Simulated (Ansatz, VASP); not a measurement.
One calculation of NaH, two programs

```
Na H
1.0
     0.00000    2.34554    2.34554
     2.34554    0.00000    2.34554
     2.34554    2.34554    0.00000
Na H
1 1
Direct
  0.00213 0.00213 0.00213
  0.50000 0.50000 0.50000
```

Change from the starting cell: atom 1 moved by [0.01, 0.01, 0.01] A.

Alike in both runs: task single point; functional LDA; k mesh 8 × 8 × 8; no spin polarisation.

```csv
,VASP,Ansatz
version,VASP 6.6.1,Ansatz 0.2.0
potentials or method,"VASP PAW LDA potentials, release 64 (Na_pv, H), cutoff 520 eV","all-electron LAPW, scalar-relativistic"
occupations,"gaussian, width 0.01 eV",fixed
```

Ansatz gave:

* gap on the k mesh at the Fermi level (eV): 3.55
* pressure (GPa): 0.0
* rms of the force components (eV/Å): 0.011

Question: Which values does VASP return?

Answer: gap on the k mesh at the Fermi level (eV): 3.54; pressure (GPa): -0.1; rms of the force components (eV/Å): 0.011.

LDA's correlation is that of Perdew and Zunger in VASP and of Perdew and Wang (1992) in Ansatz. Atom by atom the forces differ by 0.000 eV/Å (rms over components). Ansatz ran all-electron here, and VASP with PAW potentials.
